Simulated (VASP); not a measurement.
## BP: vibrations by perturbation theory with LDA

The system is BP.

```
B P
1.0
     2.52190    0.00000    0.00000
     0.00000    2.52190    0.00000
     0.00000    0.00000    2.52190
B P
1 1
Direct
  0.00000 0.00000 0.00000
  0.50000 0.50000 0.50000
```

```json
{
 "Program": "VASP 6.6.1",
 "Task": "vibrations by perturbation theory",
 "Functional": "LDA",
 "Potentials or basis": "VASP PAW LDA potentials, release 64 (B, P)",
 "Cutoff": "520 eV",
 "k mesh": "16 × 16 × 16",
 "Occupations": "fermi-dirac, width 0.15 eV",
 "Spin": "no spin polarisation",
 "Dipole correction": "no",
 "Further INCAR settings": "ALGO = Normal; EDIFF = 1e-08; NBANDS = 11; IBRION = 8; NSW = 1"
}
```

| Item | Value |
| --- | --- |
| Highest phonon frequency at Γ, LO-TO splitting left out | 227 cm⁻¹ |

Phonon frequencies in cm⁻¹ (negative: imaginary):
```csv
q point,frequencies
"(0.000, 0.000, 0.000)",0 0 0 227 227 227
```

Wall time 4 min on 1 thread of Intel Xeon 8259CL, with other jobs on the host, peak memory 0.25 GiB.

Caveat: the cell stands under pressure or tension, which shifts response properties.
